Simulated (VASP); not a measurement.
The system is Hf.

```xyz
3
Lattice="4.9623 0.0000 0.0000 -2.4812 4.2975 0.0000 0.0000 0.0000 3.0862" Properties=species:S:1:pos:R:3 pbc="T T T"
Hf    2.4812    1.4325    1.5431
Hf    0.0000    2.8650    1.5431
Hf    0.0000    0.0000    0.0000
```

This isn't the form of Hf at room conditions, which is hcp.

| Quantity | Value |
| --- | --- |
| Program | VASP 6.6.1 |
| Task | relaxation of cell and atoms |
| Functional | PBEsol |
| Potentials or basis | VASP PAW PBE potentials, release 64 (Hf_pv) |
| Cutoff | 600 eV |
| k mesh | 12 × 12 × 14 |
| Occupations | gaussian, width 0.1 eV |
| Spin | no spin polarisation |

At the start: pressure -3.2 GPa; volume 21.94 Å³/atom.

**Question.** How do energy, volume and symmetry change on relaxing?

**Answer.** Over 8 steps the energy falls by 6.3 meV/atom and the volume is 21.32 Å³/atom (-2.8 %); space group P6/mmm (No. 191, to 0.1 Å) before and after.

Step by step:
```tsv
step	energy change (eV)	largest force (eV/Å)	pressure (GPa)	volume (Å³)
1	0.0000	0.0000	-3.20	65.82
2	0.0104	0.0000	4.37	61.73
3	-0.0190	0.0000	-0.01	63.96
4	-0.0190	0.0000	0.03	63.92
5	-0.0190	0.0000	0.04	63.92
6	-0.0190	0.0000	0.04	63.92
7	-0.0190	0.0000	0.04	63.92
8	-0.0190	0.0000	-0.02	63.97
```

Final structure:
```cif
data_structure
_symmetry_space_group_name_H-M 'P 1'
_symmetry_Int_Tables_number 1
_cell_length_a 4.9132
_cell_length_b 4.9132
_cell_length_c 3.0598
_cell_angle_alpha 90.000
_cell_angle_beta 90.000
_cell_angle_gamma 120.000
_cell_volume 63.97
loop_
_atom_site_label
_atom_site_type_symbol
_atom_site_fract_x
_atom_site_fract_y
_atom_site_fract_z
_atom_site_occupancy
Hf1 Hf 0.66667 0.33333 0.50000 1
Hf2 Hf 0.33333 0.66667 0.50000 1
Hf3 Hf 0.00000 0.00000 0.00000 1
```

Caveat: the PAW data sets were made with another functional, which shifts forces and pressure a little.
